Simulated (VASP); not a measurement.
KRb2MoF6, 10 atoms in the cell. Symmetry: Fm-3m, No. 225, cubic system. Conventional cell: a = 8.911 Å, b = 8.911 Å, c = 8.911 Å, α = 90.00°, β = 90.00°, γ = 90.00°. K (site symmetry m-3m) has 6 F at 2.43 Å within 3.2 Å. Within 4.2 Å of Rb (site symmetry -43m) lie 12 F at 3.16 Å and 4 K at 3.86 Å and 4 Mo at 3.86 Å. Mo (site symmetry m-3m) has 6 F at 2.02 Å within 2.7 Å. Within 2.7 Å of F (site symmetry 4mm) lie 1 Mo at 2.02 Å and 1 K at 2.43 Å. 

| Quantity | Value |
| --- | --- |
| Program | VASP 6.6.1 |
| Task | single point |
| Functional | LDA |
| Potentials or basis | VASP PAW LDA potentials, release 64 (K_sv, Rb_sv, Mo_sv, F) |
| Cutoff | 520 eV |
| k mesh | 5 × 5 × 5 |
| Occupations | methfessel-paxton, width 0.15 eV |
| Spin | no spin polarisation |
| Dipole correction | no |
| Further INCAR settings | ALGO = Normal; EDIFF = 1e-06; NBANDS = 52 |

Potentials or basis: VASP PAW LDA potentials, release 64 (K_sv, Rb_sv, Mo_sv, F).

Run with:

```bash
$ cat potpaw_LDA.64/K_sv/POTCAR potpaw_LDA.64/Rb_sv/POTCAR potpaw_LDA.64/Mo_sv/POTCAR potpaw_LDA.64/F/POTCAR > POTCAR
$ mpirun -np 1 vasp_std > vasp.out
```

Hardware: 1 thread of Intel(R) Xeon(R) 6975P-C (Granite Rapids), on a shared host.

Task: Estimate the wall time of this run.

Result: Wall time 47 s on 1 thread of Intel(R) Xeon(R) 6975P-C (Granite Rapids) (shared host), peak memory 0.3 GiB. Counts: scf iterations 14, k points 10.
